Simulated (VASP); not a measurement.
Runs of VASP 6.6.1 on BaZrO3. The structure is that of space group Pm-3m (No. 221), or close to it. The cells are those of the table. 

```tsv
task	potentials or basis	cell	k mesh	cutoff (eV)	smearing	second run	gap on the mesh (eV)	pressure (GPa)	relaxed volume (Å³/atom)
single point	VASP PAW PBE potentials, release 64 (Ba_sv, Zr_sv, O)	a = 4.227 Å, 5 atoms	6 × 6 × 6	600	gaussian 0.1 eV	-	3.13	0.9	-
relaxation of cell and atoms	VASP PAW PBE potentials, release 64 (Ba_sv, Zr_sv, O)	relaxed from a = 4.227 Å, 5 atoms	6 × 6 × 6	600	gaussian 0.02 eV	-	3.12	0.0	15.19
single point	VASP PAW PBE potentials, release 64 (Ba_sv, Zr_sv, O)	a = 4.159 Å, 5 atoms	4 × 4 × 4	520	gaussian 0.1 eV	-	(b)	9.3	-
single point	VASP PAW PBE potentials, release 64 (Ba_sv, Zr_sv, O)	a = 4.228 Å, 5 atoms	6 × 6 × 6	520	gaussian 0.02 eV	-	3.13	0.9	-
single point	VASP PAW PBE potentials, release 64 (Ba_sv, Zr_sv, O_h)	a = 4.159 Å, 5 atoms	4 × 4 × 4	910	gaussian 0.1 eV	hard_potentials	(c)	(a)	-
single point	VASP PAW PBE potentials, release 64 (Ba_sv, Zr_sv, O_h)	a = 4.228 Å, 5 atoms	6 × 6 × 6	910	gaussian 0.02 eV	hard_potentials	3.14	0.7	-
relaxation of cell and atoms	VASP PAW PBE potentials, release 64 (Ba_sv, Zr_sv, O)	relaxed from a = 4.159 Å, 5 atoms	6 × 6 × 6	600	gaussian 0.1 eV	-	3.12	-0.1	15.20
```

Alike in all rows: level PBE; no spin polarisation.

Estimate the missing entries.

(a) 9.0; (b) 3.23; (c) 3.24.

Caveats: spin-orbit coupling is left out, which moves the levels of the heavy elements; the cutoff is under 1.25 times the usual one of these potentials, so pressure, stress and relaxed cells hold a basis-set (Pulay) error (some runs).

A k mesh can miss the band edges, and the runs leave out spin-orbit coupling on Ba, Zr.
